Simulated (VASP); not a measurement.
# TaN (P-6m2) in VASP: a series of runs

TaN is run at these levels: LDA; tasks: electric field gradients.

Program: VASP 6.6.1. These are calculated values, not measurements. Logs are shortened: lines on timing, memory, paths and dates and some standing lists are left out, and cuts for length are marked.

## 1. The cell of the first run

The structure is hexagonal, space group P-6m2 (No. 187). Conventional cell: a = 2.938 Å, b = 2.938 Å, c = 2.883 Å, α = 90.00°, β = 90.00°, γ = 120.00°. Ta (site symmetry -6m2) has 6 N at 2.23 Å and 8 Ta at 2.88 to 2.94 Å within 3.0 Å. Within 3.0 Å of N (site symmetry -6m2) lie 6 Ta at 2.23 Å and 8 N at 2.88 to 2.94 Å.

## 2. Electric field gradients, LDA

File INCAR:

```
ALGO = Normal
EDIFF = 1E-8
ENCUT = 520
ISIF = 2
ISMEAR = -1
LASPH = T
LCHARG = F
LEFG = T
LREAL = F
LWAVE = F
NBANDS = 15
NELM = 80
PREC = Accurate
SIGMA = 0.02
```

File KPOINTS:

```
k-points
0
Gamma
  12 12 10
```

File POSCAR:

```
TaN
1.0
    2.9379988584      0.0000000000      0.0000000000
   -1.4689994292      2.5443816477      0.0000000000
    0.0000000000      0.0000000000      2.8830000000
Ta N
1 1
Direct
    0.3333333333      0.6666666667      0.5000000000
    0.0000000000      0.0000000000      0.0000000000
```

Potentials or basis: VASP PAW LDA potentials, release 64 (Ta_pv, N).

On the command line:

```console
$ cat potpaw_LDA.64/Ta_pv/POTCAR potpaw_LDA.64/N/POTCAR > POTCAR
$ mpirun -np 1 vasp_std > vasp.out
```

OUTCAR:

```text
EDIFF = 1E-8
   ENCUT = 520
   ISIF = 2
   ISMEAR = -1
   LASPH = T
   LREAL = F
   NELM = 80
   PREC = Accurate

 ion  position               nearest neighbor table
   1  0.333  0.667  0.500-   2 2.23   2 2.23   2 2.23   2 2.23   2 2.23   2 2.23
   2  0.000  0.000  0.000-   1 2.23   1 2.23   1 2.23   1 2.23   1 2.23   1 2.23

  LATTYP: Found a hexagonal cell.
 ALAT       =     2.9379988584
 C/A-ratio  =     0.9812801635

  Lattice vectors:

 A1 = (   2.9379988584,   0.0000000000,   0.0000000000)
 A2 = (  -1.4689994292,   2.5443816477,   0.0000000000)
 A3 = (   0.0000000000,   0.0000000000,   2.8830000000)

Analysis of symmetry for initial positions (statically):
=====================================================================
 Subroutine PRICEL returns:
 Original cell was already a primitive cell.

 Routine SETGRP: Setting up the symmetry group for a
 hexagonal supercell.

 Subroutine GETGRP returns: Found 12 space group operations
 (whereof 12 operations were pure point group operations)
 out of a pool of 24 trial point group operations.

The static configuration has the point symmetry D_3h.

Analysis of symmetry for dynamics (positions and initial velocities):
=====================================================================
 Subroutine PRICEL returns:
 Original cell was already a primitive cell.

 Routine SETGRP: Setting up the symmetry group for a
 hexagonal supercell.

 Subroutine GETGRP returns: Found 12 space group operations
 (whereof 12 operations were pure point group operations)
 out of a pool of 24 trial point group operations.

The dynamic configuration has the point symmetry D_3h.

 Subroutine INISYM returns: Found 12 space group operations
 (whereof 12 operations are pure point group operations),
 and found     1 'primitive' translations

----------------------------------------------------------------------------------------

                                     Primitive cell

  volume of cell :      21.5516

  direct lattice vectors                    reciprocal lattice vectors
     2.937998858  0.000000000  0.000000000     0.340367729  0.196511400  0.000000000
    -1.468999429  2.544381648  0.000000000     0.000000000  0.393022800  0.000000000
     0.000000000  0.000000000  2.883000000     0.000000000  0.000000000  0.346860909

  length of vectors
     2.937998858  2.937998858  2.883000000     0.393022800  0.393022800  0.346860909

  position of ions in fractional coordinates (direct lattice)
     0.333333333  0.666666667  0.500000000
     0.000000000  0.000000000  0.000000000

  ion indices of the primitive-cell ions
   primitive index   ion index
                 1           1
                 2           2

----------------------------------------------------------------------------------------

 KPOINTS: k-points

Automatic generation of k-mesh.
 Grid dimensions read from file:
 generate k-points for:   12   12   10

 Generating k-lattice:

  Cartesian coordinates                     Fractional coordinates (reciprocal lattice)
     0.028363977  0.016375950  0.000000000     0.083333333 -0.000000000  0.000000000
     0.000000000  0.032751900  0.000000000     0.000000000  0.083333333  0.000000000
     0.000000000  0.000000000  0.034686091     0.000000000  0.000000000  0.100000000

  Length of vectors
     0.032751900  0.032751900  0.034686091

  Shift w.r.t. Gamma in fractional coordinates (k-lattice)
     0.000000000  0.000000000  0.000000000

 Subroutine IBZKPT returns following result:
 ===========================================

 Found    114 irreducible k-points:

 Following reciprocal coordinates:
            Coordinates               Weight
  0.000000  0.000000  0.000000      1.000000
  0.083333  0.000000  0.000000      6.000000
  0.166667  0.000000  0.000000      6.000000
  0.250000  0.000000  0.000000      6.000000
  0.333333  0.000000  0.000000      6.000000
  0.416667  0.000000  0.000000      6.000000
[... 16 lines left out ...]
  0.250000  0.000000  0.100000     12.000000
  0.333333  0.000000  0.100000     12.000000
 [... further k-points ...]
   k-points           NKPTS =    114   k-points in BZ     NKDIM =    114   number of bands    NBANDS=     15
   number of dos      NEDOS =    301   number of ions     NIONS =      2
   total plane-waves  NPLWV =  13824
   dimension x,y,z NGX =    24 NGY =   24 NGZ =   24
   dimension x,y,z NGXF=    48 NGYF=   48 NGZF=   48
   ions per type =               1   1
   NGX,Y,Z   is equivalent  to a cutoff of  13.58, 13.58, 13.84 a.u.
   NGXF,Y,Z  is equivalent  to a cutoff of  27.16, 27.16, 27.68 a.u.
 SYSTEM =  unknown system
   PREC   = accura    normal or accurate (medium, high low for compatibility)
   ISTART =      0    job   : 0-new  1-cont  2-samecut
   ICHARG =      2    charge: 1-file 2-atom 10-const
   ISPIN  =      1    spin polarized calculation?
   LNONCOLLINEAR =      F non collinear calculations
   LSORBIT =      F    spin-orbit coupling
   LASPH  =      T    aspherical Exc in radial PAW
   ENCUT  =  520.0 eV  38.22 Ry    6.18 a.u.   5.46  5.46  5.36*2*pi/ulx,y,z
   NELM   =     80;   NELMIN=  2; NELMDL= -5     # of ELM steps
   EDIFF  = 0.1E-07   stopping-criterion for ELM
   LREAL  =      F    real-space projection
   EDIFFG = 0.1E-06   stopping-criterion for IOM
   NSW    =      0    number of steps for IOM
   IBRION =     -1    ionic relax: 0-MD 1-quasi-New 2-CG
   NFREE  =      0    steps in history (QN), initial steepest desc. (CG)
   ISIF   =      2    stress and relaxation
   ISYM   =      2    0-nonsym 1-usesym 2-fastsym
   POTIM  = 0.5000    time-step for ionic-motion
   TEBEG  =    0.0;   TEEND  =   0.0 temperature during run
   PSTRESS=    0.0 pullay stress
   NELECT =      16.0000    total number of electrons
   NUPDOWN=      -1.0000    fix difference up-down
   EMIN   =  10.00;   EMAX   =-10.00  energy-range for DOS
   EFERMI =   0.00;   METHOD = LEGACY
   ISMEAR =    -1;   SIGMA  =   0.02  broadening in eV -4-tet -1-fermi 0-gaus
   EFERMI_NEDOS =   21; number of points for ismear=-14 and -15
   IALGO  =     38    algorithm
   IMIX   =      4    mixing-type and parameters
     AMIX     =   0.40;   BMIX     =  1.00
     AMIX_MAG =   1.60;   BMIX_MAG =  1.00
  volume/ion in A,a.u.               =      10.78        72.72
  Fermi-wavevector in a.u.,A,eV,Ry     =   1.482366  2.801265 29.897546  2.197408
  Thomas-Fermi vector in A             =   2.596161
   LORBIT       =      0    0 simple, 1 ext, 2 COOP (PROOUT), +10 PAW based schemes
   GGA     = CA    functional components
   LHFCALC =     F    Hartree Fock is set to
   AEXX    =    0.0000 exact exchange contribution
   IVDW    =     0    specifies the selected vdW correction
   LEPSILON=     F    determine dielectric tensor
   LRPA    =     F    only Hartree local field effects (RPA)
 non-spin polarized calculation
  energy-cutoff  :      520.00
  volume of cell :       21.55
 maximum number of plane-waves:       599
 NGX is ok and might be reduce to    24
   NGX = 11   NGY = 11   NGZ = 11

 number of electron      16.0000001 magnetization

 Free energy of the ion-electron system (eV)
  ---------------------------------------------------
  ext. energy  EPLUGINS =         0.00000000
  ---------------------------------------------------
  free energy    TOTEN  =       -24.70091798 eV

  energy without entropy =      -24.70081718  energy(sigma->0) =      -24.70086758

 E-fermi :   8.1965     XC(G=0): -13.5826

 val. band max:        8.0744705148   @ k =   0.0000   0.0000   0.4000
 cond. band min:       8.2364128481   @ k =   0.0833   0.0000   0.5000
 fundamental gap:      0.1619423333
 Fermi energy:         8.1965145527

 k-point     1 :       0.0000    0.0000    0.0000
  band No.  band energies     occupation
      1     -26.5252      2.00000
      2     -26.2578      2.00000
      3     -26.2578      2.00000
      4      -9.4291      2.00000
      5       3.5636      2.00000
      6       3.5636      2.00000
      7       3.9098      2.00000
      8       5.2338      2.00000
      9      10.4741      0.00000
     10      11.6878      0.00000
     11      11.6878      0.00000
     12      12.0376      0.00000
     13      12.0376      0.00000
     14      20.4910      0.00000
     15      21.2916      0.00000
[... 397 lines left out ...]
 k-point    24 :       0.3333    0.0000    0.1000
  band No.  band energies     occupation
      1     -27.0490      2.00000
      2     -26.5011      2.00000
      3     -26.4283      2.00000
      4      -7.6508      2.00000
      5       0.5987      2.00000
      6       3.1006      2.00000
      7       4.4856      2.00000
      8       5.4177      2.00000
      9      10.7691      0.00000
     10      11.0327      0.00000
     11      12.6632      0.00000
     12      13.0917      0.00000
     13      15.2432      0.00000
     14      20.4994      0.00000
     15      21.2785      0.00000

 [... further k-points ...]
[... 5 lines left out ...]
  --------------------------------------------------------------------------------------
  -------------------------------------------------------------------------------------
  Total       -1.2573060     -1.2573060     -1.4410427      0.0000000      0.0000000      0.0000000
  in kB      -93.4701710    -93.4701710   -107.1294606      0.0000000      0.0000000      0.0000000
  external PRESSURE =     -98.0232676 kB  Pullay stress =       0.0000000 kB

 VOLUME and BASIS-vectors are now :
 -----------------------------------------------------------------------------
  energy-cutoff  :      520.00
  volume of cell :       21.55
      direct lattice vectors                 reciprocal lattice vectors
     2.937998858  0.000000000  0.000000000     0.340367729  0.196511400  0.000000000
    -1.468999429  2.544381648  0.000000000     0.000000000  0.393022800  0.000000000
     0.000000000  0.000000000  2.883000000     0.000000000  0.000000000  0.346860909

 POSITION                                       TOTAL-FORCE (eV/Angst)
 -----------------------------------------------------------------------------------
     -0.00000      1.69625      1.44150        -0.000000     -0.000000      0.000000
      0.00000      0.00000      0.00000         0.000000      0.000000      0.000000
 -----------------------------------------------------------------------------------
    total drift:                                0.000000     -0.000000     -0.000000

  FREE ENERGIE OF THE ION-ELECTRON SYSTEM (eV)
  ---------------------------------------------------
  free  energy   TOTEN  =       -24.7009179779 eV

  energy  without entropy=      -24.7008171757  energy(sigma->0) =      -24.70086758

 Electric field gradients (V/A^2)
---------------------------------------------------------------------
 ion       V_xx      V_yy      V_zz      V_xy      V_xz      V_yz
---------------------------------------------------------------------
   1      -9.116    -9.115    18.231     0.000     0.000    -0.000
   2       0.004     0.003    -0.007    -0.001    -0.000    -0.000
---------------------------------------------------------------------

 Electric field gradients after diagonalization (V/A^2)
 (convention: |V_zz| > |V_xx| > |V_yy|)
----------------------------------------------------------------------
 ion       V_xx      V_yy      V_zz     asymmetry (V_yy - V_xx)/ V_zz
----------------------------------------------------------------------
   1      -9.116    -9.115    18.231       0.000
   2       0.004     0.003    -0.007       0.187
----------------------------------------------------------------------

           NMR quadrupolar parameters

 Cq : quadrupolar parameter    Cq=e*Q*V_zz/h
 eta: asymmetry parameters     (V_yy - V_xx)/ V_zz
 Q  : nuclear electric quadrupole moment in mb (millibarn)
----------------------------------------------------------------------
 ion       Cq(MHz)       eta       Q (mb)
----------------------------------------------------------------------
   1       0.044       0.000       1.000
   2      -0.000       0.187       1.000
----------------------------------------------------------------------
```

Wall time 50 s (1 thread of Intel Xeon 8259CL, shared host); peak memory 0.16 GiB.

What came out:

| Item | Value |
| --- | --- |
| Free energy | -24.7009 eV |
| Pressure | -9.8 GPa |
| Band gap on the k mesh | zero (bands 8 and 9 overlap by 0.49 eV) |
| Largest electric field gradient by atom | Ta +18.2; N -0.0 V/Å² |

Electric field gradients, principal values (V/Å²):
```csv
atom,least,middle,greatest (by size)
1 Ta,-9.115,-9.116,18.231
2 N,0.003,0.004,-0.007
```

Caveat: the cell stands under tension; without QUAD_EFG the Cq values of the log hold for a quadrupole moment of 1 mb, not for the nuclei; spin-orbit coupling is left out, which moves the levels of the heavy elements.

## 3. Electric field gradients, LDA (zz strain of -1 %)

File INCAR:

```
SYSTEM = TaN
PREC = Accurate ; ENCUT = 520
EDIFF = 1E-8 ; ISMEAR = -1
SIGMA = 0.02 ; LREAL = .FALSE.
LASPH = .TRUE. ; NELM = 100
ALGO = Normal ; ISIF = 2
LWAVE = .FALSE. ; LCHARG = .FALSE.
LEFG = .TRUE. ; NBANDS = 15
```

File KPOINTS:

```
Automatic mesh
0
G
  12 12 10
  0 0 0
```

POSCAR, as its differences from that of step 2:

```diff
@@ -4,3 +4,3 @@
    -1.4689994292      2.5443816477      0.0000000000
-    0.0000000000      0.0000000000      2.8830000000
+    0.0000000000      0.0000000000      2.8541700000
 Ta N
```

Potentials or basis: VASP PAW LDA potentials, release 64 (Ta_pv, N).

On the command line:

```console
$ cat potpaw_LDA.64/Ta_pv/POTCAR potpaw_LDA.64/N/POTCAR > POTCAR
$ mpirun -np 1 vasp_std > vasp.out
```

OUTCAR:

```text
SYSTEM = TaN
   PREC = Accurate
   ENCUT = 520
   EDIFF = 1E-8
   ISMEAR = -1
   LREAL = .FALSE.
   LASPH = .TRUE.
   NELM = 100
   ISIF = 2

 ion  position               nearest neighbor table
   1  0.333  0.667  0.500-   2 2.22   2 2.22   2 2.22   2 2.22   2 2.22   2 2.22
   2  0.000  0.000  0.000-   1 2.22   1 2.22   1 2.22   1 2.22   1 2.22   1 2.22

  LATTYP: Found a hexagonal cell.
 ALAT       =     2.9379988584
 C/A-ratio  =     0.9714673618

  Lattice vectors:

 A1 = (   2.9379988584,   0.0000000000,   0.0000000000)
 A2 = (  -1.4689994292,   2.5443816477,   0.0000000000)
 A3 = (   0.0000000000,   0.0000000000,   2.8541700000)

Analysis of symmetry for initial positions (statically):
=====================================================================
 Subroutine PRICEL returns:
 Original cell was already a primitive cell.

 Routine SETGRP: Setting up the symmetry group for a
 hexagonal supercell.

 Subroutine GETGRP returns: Found 12 space group operations
 (whereof 12 operations were pure point group operations)
[... 620 lines left out ...]
     2.937998858  0.000000000  0.000000000     0.340367729  0.196511400  0.000000000
    -1.468999429  2.544381648  0.000000000     0.000000000  0.393022800  0.000000000
     0.000000000  0.000000000  2.854170000     0.000000000  0.000000000  0.350364554

 POSITION                                       TOTAL-FORCE (eV/Angst)
 -----------------------------------------------------------------------------------
     -0.00000      1.69625      1.42708        -0.000000      0.000000      0.000000
      0.00000      0.00000      0.00000         0.000000     -0.000000      0.000000
 -----------------------------------------------------------------------------------
    total drift:                                0.000000     -0.000000     -0.000000

  FREE ENERGIE OF THE ION-ELECTRON SYSTEM (eV)
  ---------------------------------------------------
  free  energy   TOTEN  =       -24.7095418001 eV

  energy  without entropy=      -24.7094407318  energy(sigma->0) =      -24.70949127

 Electric field gradients (V/A^2)
---------------------------------------------------------------------
 ion       V_xx      V_yy      V_zz      V_xy      V_xz      V_yz
---------------------------------------------------------------------
   1      -4.879    -4.879     9.758     0.000     0.000    -0.000
   2       0.939     0.939    -1.878    -0.001    -0.000    -0.000
---------------------------------------------------------------------

 Electric field gradients after diagonalization (V/A^2)
 (convention: |V_zz| > |V_xx| > |V_yy|)
----------------------------------------------------------------------
 ion       V_xx      V_yy      V_zz     asymmetry (V_yy - V_xx)/ V_zz
----------------------------------------------------------------------
   1      -4.879    -4.879     9.758       0.000
   2       0.940     0.938    -1.878       0.001
----------------------------------------------------------------------

           NMR quadrupolar parameters

 Cq : quadrupolar parameter    Cq=e*Q*V_zz/h
 eta: asymmetry parameters     (V_yy - V_xx)/ V_zz
 Q  : nuclear electric quadrupole moment in mb (millibarn)
----------------------------------------------------------------------
 ion       Cq(MHz)       eta       Q (mb)
----------------------------------------------------------------------
   1       0.024       0.000       1.000
   2      -0.005       0.001       1.000
----------------------------------------------------------------------
```

OSZICAR:

```text
N       E                     dE             d eps       ncg     rms          rms(c)
DAV:   1     0.886524403588E+02    0.88652E+02   -0.87283E+03  3420   0.113E+03
DAV:   2    -0.245421972207E+02   -0.11319E+03   -0.10622E+03  4092   0.300E+02
DAV:   3    -0.272488129657E+02   -0.27066E+01   -0.26902E+01  4057   0.427E+01
DAV:   4    -0.272588922389E+02   -0.10079E-01   -0.10077E-01  4316   0.287E+00
DAV:   5    -0.272589466965E+02   -0.54458E-04   -0.54455E-04  4078   0.201E-01    0.240E+01
DAV:   6    -0.248465033925E+02    0.24124E+01   -0.42893E+00  4099   0.234E+01    0.102E+01
DAV:   7    -0.247504999941E+02    0.96003E-01   -0.52912E-01  3616   0.548E+00    0.694E+00
DAV:   8    -0.247159654999E+02    0.34534E-01   -0.14898E-01  3903   0.323E+00    0.136E+00
DAV:   9    -0.247097559113E+02    0.62096E-02   -0.12949E-02  3700   0.911E-01    0.179E-01
DAV:  10    -0.247096236503E+02    0.13226E-03   -0.68607E-04  4022   0.307E-01    0.133E-01
DAV:  11    -0.247095409784E+02    0.82672E-04   -0.12488E-04  3707   0.996E-02    0.141E-02
DAV:  12    -0.247095418651E+02   -0.88668E-06   -0.86123E-06  3735   0.238E-02    0.359E-03
DAV:  13    -0.247095418146E+02    0.50509E-07   -0.84509E-08  4204   0.260E-03    0.200E-03
DAV:  14    -0.247095418013E+02    0.13285E-07   -0.17465E-08  3656   0.156E-03    0.398E-04
DAV:  15    -0.247095418001E+02    0.11771E-08   -0.97303E-10  1710   0.307E-04
   1 F= -.24709542E+02 E0= -.24709491E+02  d E =-.101068E-03
```

stdout:

```text
POSCAR found type information on POSCAR TaN
 POSCAR found :  2 types and       2 ions
 scaLAPACK will be used
 LDA part: xc-table for (Slater(with rela. corr.)+CA(PZ))
 , standard interpolation
 POSCAR, INCAR and KPOINTS ok, starting setup
 FFT: planning ... GRIDC
 FFT: planning ... GRID_SOFT
 FFT: planning ... GRID
 WAVECAR not read
 entering main loop
ion   1

ion   2
```

It took 42 s on 1 thread of Intel Xeon 8259CL, shared host; peak memory 0.16 GiB.

What came out:

* Free energy: -24.7095 eV
* Pressure: -6.0 GPa
* Band gap on the k mesh: zero (bands 8 and 9 overlap by 0.47 eV)
* Largest electric field gradient by atom: Ta +9.8; N -1.9 V/Å²

Electric field gradients, principal values (V/Å²):
```tsv
atom	least	middle	greatest (by size)
1 Ta	-4.879	-4.879	9.758
2 N	0.938	0.940	-1.878
```

Caveat: the cell differs from its parent crystal (zz strain of -1 %); the cell stands under tension; without QUAD_EFG the Cq values of the log hold for a quadrupole moment of 1 mb, not for the nuclei; spin-orbit coupling is left out, which moves the levels of the heavy elements.

[end of part 1 of 2]
